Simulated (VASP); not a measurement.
**Eu: single point with PBE**

Eu:

```
Eu
1.0
     3.89294    0.00000    0.00000
    -1.94647    3.37138    0.00000
     0.00000    0.00000   12.65916
Eu
4
Direct
  0.00000 0.00000 0.00000
  0.00000 0.00000 0.50000
  0.33333 0.66667 0.25000
  0.66667 0.33333 0.75000
```

This isn't the form of Eu at room conditions, which is bcc.

* Program: VASP 6.6.1
* Task: single point
* Functional: PBE
* Potentials or basis: VASP PAW PBE potentials, release 64 (Eu)
* Cutoff: 600 eV
* k mesh: 12 × 12 × 4
* Occupations: gaussian, width 0.05 eV
* Spin: collinear spin, antiferromagnetic start
* Starting moments: [7.0, -7.0, 7.0, -7.0] μB

The pressure is -0.1 GPa, the largest force is 0.115 eV/Å and the band gap on the k mesh is zero (filled and empty bands overlap). The net moment is 0.00 μB per cell. The site moments are Eu +6.72, -6.72 (each value once) μB and the valence electrons inside the program's atomic spheres are Eu 14.74.

Forces on the atoms (eV/Å):
```
Eu   0.000  0.000  0.115
Eu   0.000  0.000  0.115
Eu   0.000  0.000 -0.115
Eu   0.000  0.000 -0.115
```

Stress tensor (GPa, compression positive):
```
-0.14  0.00  0.00
 0.00 -0.14  0.00
 0.00  0.00 -0.03
```

Levels at points of the mesh, in eV from the Fermi level:
Spin up:
```csv
k point,band 32,band 33,band 34,band 35,band 36,band 37
"(0.00, 0.00, 0.00)",-0.29,-0.29,-0.28,0.98,1.42,1.44
"(0.50, 0.00, 0.00)",-0.29,-0.28,-0.21,-0.03,0.36,0.50
"(0.00, 0.00, 0.50)",-0.29,-0.29,-0.28,0.92,1.16,1.80
"(0.50, 0.00, 0.50)",-0.28,-0.28,-0.25,-0.12,0.39,0.65
```
Spin down:
```csv
k point,band 31,band 32,band 33,band 34,band 35,band 36,band 37,band 38
"(0.00, 0.00, 0.00)",-0.29,-0.29,-0.29,-0.28,0.98,1.42,1.44,1.82
"(0.50, 0.00, 0.00)",-0.29,-0.29,-0.28,-0.21,-0.03,0.36,0.50,1.11
"(0.00, 0.00, 0.50)",-0.29,-0.29,-0.29,-0.28,0.92,1.16,1.80,1.83
"(0.50, 0.00, 0.50)",-0.29,-0.28,-0.28,-0.25,-0.12,0.39,0.65,1.17
```

It took 12 min on 4 MPI ranks on Intel(R) Xeon(R) 6975P-C (Granite Rapids), on a shared host, peak memory 0.97 GiB a rank.

Caveat: spin-orbit coupling is left out, which moves the levels of the heavy elements; semilocal functionals describe open f shells poorly, which spoils levels, moments and volumes. The state reached can hang on the start; a lower one may exist.
